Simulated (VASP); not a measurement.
Here is a VASP 6.6.1 calculation.

INCAR

```
SYSTEM = MgO
  PREC = Accurate
  ENCUT = 840
  EDIFF = 1E-6
  ISMEAR = 0
  SIGMA = 0.05
  LREAL = .FALSE.
  LASPH = .TRUE.
  NELM = 120
  ALGO = Normal
  ISIF = 2
  LWAVE = .FALSE.
  LCHARG = .FALSE.
  GGA = PE
  NBANDS = 15
  GGA_COMPAT = .FALSE.
```

KPOINTS

```
Automatic mesh
0
G
  10 10 10
  0 0 0
```

The input POSCAR:

```
MgO
1.0
    0.0000000000      2.1351500000      2.1351500000
    2.1351500000      0.0000000000      2.1351500000
    2.1351500000      2.1351500000      0.0000000000
Mg O
1 1
Direct
    0.0000000000      0.0000000000      0.0000000000
    0.5000000000      0.5000000000      0.5289777502
```

Potentials or basis: VASP PAW PBE potentials, release 64 (Mg_sv, O).

The run is started by

```console
$ cat potpaw_PBE.64/Mg_sv/POTCAR potpaw_PBE.64/O/POTCAR > POTCAR
$ mpirun -np 1 vasp_std > vasp.out
```

Task: What does it give for the band gap on the k mesh?

Result: 4.35 eV.

Task: Estimate the largest force.

Result: 0.404 eV/Å.

Task: What does it give for the pressure?

Result: -1.0 GPa.

Stress tensor (GPa, compression positive):
```
-0.64 -0.17  0.00
-0.17 -0.64  0.00
 0.00  0.00 -1.81
```

Caveat: the cell differs from its parent crystal (all O atoms moved +0.087 Å, as atom 2 along Cartesian [1 1 0]).
